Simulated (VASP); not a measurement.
# Sn (Fd-3m) in VASP: notebook

The runs below take Sn through relaxation of cell and atoms, single point, with PBEsol+D4, PBE+D3(BJ), PBEsol, PBE.

All numbers are computed with VASP 6.6.1; they aren't measurements. Logs are shortened: lines on timing, memory, paths and dates and some standing lists are left out, and cuts for length are marked.

## (1) The cell of the first run

The structure is cubic, space group Fd-3m (No. 227). The conventional cell has a = 6.467 Å, b = 6.467 Å, c = 6.467 Å, α = 90.00°, β = 90.00°, γ = 90.00°. Sn (site symmetry -43m) has 4 Sn at 2.80 Å within 3.7 Å.

## (2) Relaxation of cell and atoms, PBEsol+D4

Input file INCAR:

```
SYSTEM = Sn
PREC = Accurate ; ENCUT = 600
EDIFF = 1E-6 ; ISMEAR = -1
SIGMA = 0.05 ; LREAL = .False.
LASPH = .True. ; NELM = 100
ALGO = Normal ; ISIF = 3
LWAVE = .False. ; LCHARG = .False.
GGA = PS ; IVDW = 13
IBRION = 2 ; NSW = 80
EDIFFG = -0.01
```

Input file KPOINTS:

```
Automatic mesh
0
Gamma
  7 7 7
  0 0 0
```

Input file POSCAR:

```
Sn
1.0
    0.0000000000      3.2333428000      3.2333428000
    3.2333428000      0.0000000000      3.2333428000
    3.2333428000      3.2333428000      0.0000000000
Sn
2
Direct
    0.7500000000      0.7500000000      0.7500000000
    0.5000000000      0.5000000000      0.5000000000
```

Potentials or basis: VASP PAW PBE potentials, release 64 (Sn_d).

Launch:

```sh
$ cat potpaw_PBE.64/Sn_d/POTCAR > POTCAR
$ mpirun -np 1 vasp_std > vasp.out
```

OUTCAR:

```text
SYSTEM = Sn
   PREC = Accurate
   ENCUT = 600
   EDIFF = 1E-6
   ISMEAR = -1
   LREAL = .False.
   LASPH = .True.
   NELM = 100
   ISIF = 3
   GGA = PS
   IVDW = 13
   IBRION = 2
   NSW = 80
   EDIFFG = -0.01

 ion  position               nearest neighbor table
   1  0.750  0.750  0.750-   2 2.80   2 2.80   2 2.80   2 2.80
   2  0.500  0.500  0.500-   1 2.80   1 2.80   1 2.80   1 2.80

  LATTYP: Found a face centered cubic cell.
 ALAT       =     6.4666856000

  Lattice vectors:

 A1 = (   0.0000000000,   3.2333428000,   3.2333428000)
 A2 = (   3.2333428000,   0.0000000000,   3.2333428000)
 A3 = (   3.2333428000,   3.2333428000,   0.0000000000)

Analysis of symmetry for initial positions (statically):
=====================================================================
 Subroutine PRICEL returns:
 Original cell was already a primitive cell.

 Routine SETGRP: Setting up the symmetry group for a
 face centered cubic supercell.

 Subroutine GETGRP returns: Found 48 space group operations
 (whereof 24 operations were pure point group operations)
 out of a pool of 48 trial point group operations.

The static configuration has the point symmetry T_d .
 The point group associated with its full space group is O_h .

Analysis of symmetry for dynamics (positions and initial velocities):
=====================================================================
 Subroutine PRICEL returns:
 Original cell was already a primitive cell.

 Routine SETGRP: Setting up the symmetry group for a
 face centered cubic supercell.

 Subroutine GETGRP returns: Found 48 space group operations
 (whereof 24 operations were pure point group operations)
 out of a pool of 48 trial point group operations.

The dynamic configuration has the point symmetry T_d .
 The point group associated with its full space group is O_h .

 Subroutine INISYM returns: Found 48 space group operations
 (whereof 24 operations are pure point group operations),
 and found     1 'primitive' translations

----------------------------------------------------------------------------------------

                                     Primitive cell

  volume of cell :      67.6060

  direct lattice vectors                    reciprocal lattice vectors
     0.000000000  3.233342800  3.233342800    -0.154638723  0.154638723  0.154638723
     3.233342800  0.000000000  3.233342800     0.154638723 -0.154638723  0.154638723
     3.233342800  3.233342800  0.000000000     0.154638723  0.154638723 -0.154638723

  length of vectors
     4.572637240  4.572637240  4.572637240     0.267842124  0.267842124  0.267842124

  position of ions in fractional coordinates (direct lattice)
     0.750000000  0.750000000  0.750000000
     0.500000000  0.500000000  0.500000000

  ion indices of the primitive-cell ions
   primitive index   ion index
                 1           1
                 2           2

----------------------------------------------------------------------------------------

 KPOINTS: Automatic mesh

Automatic generation of k-mesh.
 Grid dimensions read from file:
 generate k-points for:    7    7    7

 Generating k-lattice:

  Cartesian coordinates                     Fractional coordinates (reciprocal lattice)
    -0.022091246  0.022091246  0.022091246     0.142857143  0.000000000  0.000000000
     0.022091246 -0.022091246  0.022091246     0.000000000  0.142857143  0.000000000
     0.022091246  0.022091246 -0.022091246     0.000000000  0.000000000  0.142857143

  Length of vectors
     0.038263161  0.038263161  0.038263161

  Shift w.r.t. Gamma in fractional coordinates (k-lattice)
     0.000000000  0.000000000  0.000000000

 Subroutine IBZKPT returns following result:
 ===========================================

 Found     20 irreducible k-points:

 Following reciprocal coordinates:
            Coordinates               Weight
  0.000000  0.000000  0.000000      1.000000
  0.142857  0.000000  0.000000      8.000000
  0.285714  0.000000  0.000000      8.000000
  0.428571  0.000000  0.000000      8.000000
  0.142857  0.142857  0.000000      6.000000
  0.285714  0.142857  0.000000     24.000000
[... 12 lines left out ...]
 -0.428571  0.428571  0.142857     24.000000
 -0.285714  0.428571  0.142857     24.000000
   k-points           NKPTS =     20   k-points in BZ     NKDIM =     20   number of bands    NBANDS=     18
   number of dos      NEDOS =    301   number of ions     NIONS =      2
   total plane-waves  NPLWV =  64000
   dimension x,y,z NGX =    40 NGY =   40 NGZ =   40
   dimension x,y,z NGXF=    80 NGYF=   80 NGZF=   80
   ions per type =               2
   NGX,Y,Z   is equivalent  to a cutoff of  14.54, 14.54, 14.54 a.u.
   NGXF,Y,Z  is equivalent  to a cutoff of  29.09, 29.09, 29.09 a.u.
 SYSTEM =  Sn
   PREC   = accura    normal or accurate (medium, high low for compatibility)
   ISTART =      0    job   : 0-new  1-cont  2-samecut
   ICHARG =      2    charge: 1-file 2-atom 10-const
   ISPIN  =      1    spin polarized calculation?
   LNONCOLLINEAR =      F non collinear calculations
   LSORBIT =      F    spin-orbit coupling
   LASPH  =      T    aspherical Exc in radial PAW
   ENCUT  =  600.0 eV  44.10 Ry    6.64 a.u.   9.13  9.13  9.13*2*pi/ulx,y,z
   NELM   =    100;   NELMIN=  2; NELMDL= -5     # of ELM steps
   EDIFF  = 0.1E-05   stopping-criterion for ELM
   LREAL  =      F    real-space projection
   EDIFFG = -.1E-01   stopping-criterion for IOM
   NSW    =     80    number of steps for IOM
   IBRION =      2    ionic relax: 0-MD 1-quasi-New 2-CG
   NFREE  =      1    steps in history (QN), initial steepest desc. (CG)
   ISIF   =      3    stress and relaxation
   ISYM   =      2    0-nonsym 1-usesym 2-fastsym
   POTIM  = 0.5000    time-step for ionic-motion
   TEBEG  =    0.0;   TEEND  =   0.0 temperature during run
   PSTRESS=    0.0 pullay stress
   NELECT =      28.0000    total number of electrons
   NUPDOWN=      -1.0000    fix difference up-down
   EMIN   =  10.00;   EMAX   =-10.00  energy-range for DOS
   EFERMI =   0.00;   METHOD = LEGACY
   ISMEAR =    -1;   SIGMA  =   0.05  broadening in eV -4-tet -1-fermi 0-gaus
   EFERMI_NEDOS =   21; number of points for ismear=-14 and -15
   IALGO  =     38    algorithm
   IMIX   =      4    mixing-type and parameters
     AMIX     =   0.40;   BMIX     =  1.00
     AMIX_MAG =   1.60;   BMIX_MAG =  1.00
  volume/ion in A,a.u.               =      33.80       228.11
  Fermi-wavevector in a.u.,A,eV,Ry     =   1.220298  2.306028 20.260793  1.489126
  Thomas-Fermi vector in A             =   2.355520
   LORBIT       =      0    0 simple, 1 ext, 2 COOP (PROOUT), +10 PAW based schemes
   GGA     = PS    functional components
   LHFCALC =     F    Hartree Fock is set to
   AEXX    =    0.0000 exact exchange contribution
   IVDW    =    13    specifies the selected vdW correction
   LEPSILON=     F    determine dielectric tensor
   LRPA    =     F    only Hartree local field effects (RPA)
 conjugate gradient relaxation of ions
 non-spin polarized calculation
  energy-cutoff  :      600.00
  volume of cell :       67.61
 maximum number of plane-waves:      2281
 NGX is ok and might be reduce to    40
   NGX = 19   NGY = 19   NGZ = 19

--------------------------------------- Ionic step        1  -------------------------------------------

 number of electron      28.0000005 magnetization

 Free energy of the ion-electron system (eV)
  ---------------------------------------------------
  ext. energy  EPLUGINS =         0.00000000
  ---------------------------------------------------
  free energy    TOTEN  =        -8.43898270 eV

  energy without entropy =       -8.43701894  energy(sigma->0) =       -8.43800082

------------------------ aborting loop because EDIFF is reached ----------------------------------------

  DFT-D4 for vdW energy calculation

  Edisp (eV):   -0.40270

  FORCE on cell =-STRESS in cart. coord.  units (eV):
  Direction    XX          YY          ZZ          XY          YZ          ZX
  --------------------------------------------------------------------------------------
  -------------------------------------------------------------------------------------
  Total       0.26520     0.26520     0.26520    -0.00000     0.00000     0.00000
  in kB       6.28485     6.28485     6.28485    -0.00000     0.00000     0.00000
  external pressure =        6.28 kB  Pullay stress =        0.00 kB

 VOLUME and BASIS-vectors are now :
 -----------------------------------------------------------------------------
  energy-cutoff  :      600.00
  volume of cell :       67.61
      direct lattice vectors                 reciprocal lattice vectors
     0.000000000  3.233342800  3.233342800    -0.154638723  0.154638723  0.154638723
     3.233342800  0.000000000  3.233342800     0.154638723 -0.154638723  0.154638723
     3.233342800  3.233342800  0.000000000     0.154638723  0.154638723 -0.154638723
[... 41 lines left out ...]
 POSITION                                       TOTAL-FORCE (eV/Angst)
 -----------------------------------------------------------------------------------
      4.88104      4.88104      4.88104         0.000000      0.000000      0.000000
      3.25403      3.25403      3.25403        -0.000000     -0.000000     -0.000000
 -----------------------------------------------------------------------------------
    total drift:                               -0.000000     -0.000000      0.000000

  FREE ENERGIE OF THE ION-ELECTRON SYSTEM (eV)
  ---------------------------------------------------
  free  energy   TOTEN  =        -8.8432250891 eV

  energy  without entropy=       -8.8408850774  energy(sigma->0) =       -8.84205508

--------------------------------------- Ionic step        3  -------------------------------------------

 number of electron      28.0000005 magnetization

 Free energy of the ion-electron system (eV)
  ---------------------------------------------------
  ext. energy  EPLUGINS =         0.00000000
  ---------------------------------------------------
  free energy    TOTEN  =        -8.44591967 eV

  energy without entropy =       -8.44370445  energy(sigma->0) =       -8.44481206

 E-fermi :   5.3772     XC(G=0):  -9.0493

 val. band max:        5.1937916474   @ k =   0.1429   0.0000   0.0000
 cond. band min:       5.4218956686   @ k =   0.4286   0.0000   0.0000
 fundamental gap:      0.2281040213
 Fermi energy:         5.3772075641

 k-point     1 :       0.0000    0.0000    0.0000
  band No.  band energies     occupation
      1     -16.1331      2.00000
      2     -16.1331      2.00000
      3     -16.1331      2.00000
      4     -16.0732      2.00000
      5     -16.0732      2.00000
      6     -15.7640      2.00000
[... 10 lines left out ...]
     17       7.6069      0.00000
     18       7.6069      0.00000
[... 423 lines left out ...]
 POSITION                                       TOTAL-FORCE (eV/Angst)
 -----------------------------------------------------------------------------------
      4.87231      4.87231      4.87231        -0.000000     -0.000000     -0.000000
      3.24821      3.24821      3.24821         0.000000      0.000000      0.000000
 -----------------------------------------------------------------------------------
    total drift:                               -0.000000     -0.000000      0.000000

  FREE ENERGIE OF THE ION-ELECTRON SYSTEM (eV)
  ---------------------------------------------------
  free  energy   TOTEN  =        -8.8435088955 eV

  energy  without entropy=       -8.8412936755  energy(sigma->0) =       -8.84240129

 reached required accuracy - stopping structural energy minimisation
```

Run time: 31 s. Hardware: 1 thread of Intel Xeon 6975P-C (Granite Rapids), shared host; peak memory 0.24 GiB.

Results:

```
Free energy                            : -8.8435 eV
Relaxed volume                         : 34.27 Å³/atom
Relaxed cell                           : a = 4.594 Å, b = 4.594 Å, c = 4.594 Å, α = 60.00°, β = 60.00°, γ = 60.00°
Space group after relaxing (to 0.05 Å) : Fd-3m (No. 227)
Energy gained by relaxing              : 0.9 meV/atom
Ionic steps                            : 3
Pressure after relaxing                : 0.0 GPa
Band gap on the k mesh                 : zero (band 14 reaches 5.54 eV, above the bottom of band 15 at 5.42 eV)
Dispersion energy per atom             : -0.199 eV
```

Step by step:
```csv
step,energy change (eV),largest force (eV/Å),pressure (GPa),volume (Å³)
1,0.0000,0.0000,0.63,67.61
2,-0.0015,0.0000,-0.23,68.91
3,-0.0018,0.0000,0.02,68.54
```

Final structure:
```xyz
2
Lattice="0.0000 3.2482 3.2482 3.2482 0.0000 3.2482 3.2482 3.2482 0.0000" Properties=species:S:1:pos:R:3 pbc="T T T"
Sn    4.8723    4.8723    4.8723
Sn    3.2482    3.2482    3.2482
```

Caveat: the PAW data sets were made with another functional, which shifts forces and pressure a little; spin-orbit coupling is left out, which moves the levels of the heavy elements; pairwise dispersion overbinds metals, which lowers pressure and volume.

## (3) Single point, PBE+D3(BJ), collinear spin, antiferromagnetic start

Input file INCAR:

```
PREC = Accurate
ENCUT = 520
EDIFF = 1E-6
ISMEAR = -1
SIGMA = 0.05
LREAL = F
LASPH = T
NELM = 150
ALGO = Fast
ISIF = 2
LWAVE = F
LCHARG = F
ISPIN = 2
MAGMOM = 0.5 -0.5
LORBIT = 11
GGA = PE
IVDW = 12
NBANDS = 25
```

Input file KPOINTS:

```
Automatic mesh
0
Gamma
  7 7 7
```

POSCAR is that of step 2.

Potentials or basis: VASP PAW PBE potentials, release 64 (Sn_d).

Launch:

```sh
$ cat potpaw_PBE.64/Sn_d/POTCAR > POTCAR
$ mpirun -np 1 vasp_std > vasp.out
```

It took 1.7 min on 1 thread of Intel Xeon Platinum 8375C at 2.90GHz (Ice Lake), shared host; peak memory 0.26 GiB.

The run converged. Its results:

- Free energy: -8.2328 eV
- Pressure: 2.2 GPa
- Band gap on the k mesh: zero (filled and empty bands overlap)
- Net moment: 0.00 μB per cell
- Valence electrons inside the program's atomic spheres: Sn 12.36
- Dispersion energy per atom: -0.311 eV

Levels at points of the mesh, in eV from the Fermi level:
Spin up:
| k point | band 12 | band 13 | band 14 | band 15 | band 16 | band 17 |
| --- | --- | --- | --- | --- | --- | --- |
| (0.00, 0.00, 0.00) | -0.55 | 0.10 | 0.10 | 0.10 | 2.18 | 2.18 |
Spin down:
```tsv
k point	band 12	band 13	band 14	band 15	band 16	band 17
(0.00, 0.00, 0.00)	-0.55	0.10	0.10	0.10	2.18	2.18
```

Caveat: spin-orbit coupling is left out, which moves the levels of the heavy elements; pairwise dispersion overbinds metals, which lowers pressure and volume.

## (4) Single point, PBEsol, collinear spin, antiferromagnetic start

Input file INCAR:

```
ALGO = Normal
EDIFF = 1E-6
ENCUT = 520
GGA = PS
ISIF = 2
ISMEAR = 1
ISPIN = 2
LASPH = T
LCHARG = T
LELF = T
LORBIT = 11
LREAL = F
LVHAR = T
LWAVE = F
MAGMOM = 0.5 -0.5
NBANDS = 25
NELM = 150
PREC = Accurate
SIGMA = 0.025
```

Input file KPOINTS:

```
k-points
0
Gamma
  7 7 7
```

POSCAR is that of step 3.

Launch:

```sh
$ cat potpaw_PBE.64/Sn_d/POTCAR > POTCAR
$ mpirun -np 1 vasp_std > vasp.out
```

Wall time 93 s (1 thread of Intel Xeon Platinum 8375C at 2.90GHz (Ice Lake), shared host); peak memory 0.25 GiB.

The run converged. Its results:

- Free energy: -8.4371 eV
- Pressure: 1.5 GPa
- Band gap on the k mesh: zero (filled and empty bands overlap)
- Net moment: 0.00 μB per cell
- Valence electrons inside the program's atomic spheres: Sn 12.36

Levels at points of the mesh, in eV from the Fermi level:
Spin up:
```csv
k point,band 12,band 13,band 14,band 15,band 16,band 17
"(0.00, 0.00, 0.00)",-0.60,0.10,0.10,0.10,2.17,2.17
```
Spin down:
```tsv
k point	band 11	band 12	band 13	band 14	band 15	band 16	band 17	band 18
(0.00, 0.00, 0.00)	-10.69	-0.60	0.10	0.10	0.10	2.17	2.17	2.17
```

Caveat: the PAW data sets were made with another functional, which shifts forces and pressure a little; spin-orbit coupling is left out, which moves the levels of the heavy elements.

## (5) Single point, PBE

Input file INCAR:

```
ALGO = Normal ; EDIFF = 1E-6
ENCUT = 520 ; GGA = PE
ISIF = 2 ; ISMEAR = 0
LASPH = True ; LCHARG = True
LELF = True ; LREAL = False
LVHAR = True ; LWAVE = False
NBANDS = 21 ; NELM = 100
PREC = Accurate ; SIGMA = 0.012
```

KPOINTS is that of step 4.

POSCAR is that of step 4.

Launch:

```sh
$ cat potpaw_PBE.64/Sn_d/POTCAR > POTCAR
$ mpirun -np 1 vasp_std > vasp.out
```

Wall time 35 s (1 thread of Intel Xeon Platinum 8375C at 2.90GHz (Ice Lake), shared host); peak memory 0.2 GiB.

The run converged. Its results:

```
Free energy            : -7.6097 eV
Pressure               : 3.8 GPa
Band gap on the k mesh : zero (band 14 reaches 5.84 eV, above the bottom of band 15 at 5.80 eV)
```

Levels at points of the mesh, in eV from the Fermi level:
```tsv
k point	band 10	band 11	band 12	band 13	band 14	band 15	band 16	band 17	band 18	band 19
(0.00, 0.00, 0.00)	-21.36	-10.72	-0.60	0.05	0.05	0.05	2.12	2.12	2.12	4.99
```

Caveat: spin-orbit coupling is left out, which moves the levels of the heavy elements.

## (6) Summary

```tsv
task	level	spin	cell	cutoff (eV)	smearing	gap on the mesh (eV)	pressure (GPa)	moment (μB)
relaxation of cell and atoms	PBEsol+D4	off	relaxed	600	fermi-dirac 0.05 eV	none	0.0	-
single point	PBE+D3(BJ)	collinear, antiferromagnetic start	as given	520	fermi-dirac 0.05 eV	none	2.2	0.00
single point	PBEsol	collinear, antiferromagnetic start	as given	520	methfessel-paxton 0.025 eV	none	1.5	0.00
single point	PBE	off	as given	520	gaussian 0.012 eV	none	3.8	-
```

Alike in all rows: potentials or basis VASP PAW PBE potentials, release 64 (Sn_d); k mesh 7 × 7 × 7.

Every run on the cell as given and a fine mesh finds a metal. The pressure there spans 1.5 GPa (PBEsol) to 3.8 GPa (PBE); a positive pressure means that this level wants a larger cell, a negative one a smaller.

Caveats: spin-orbit coupling is left out, which moves the levels of the heavy elements; the PAW data sets were made with another functional, which shifts forces and pressure a little (some runs); pairwise dispersion overbinds metals, which lowers pressure and volume (some runs).

Total energies depend on the potentials used, so only differences within one code and one set of settings carry meaning.
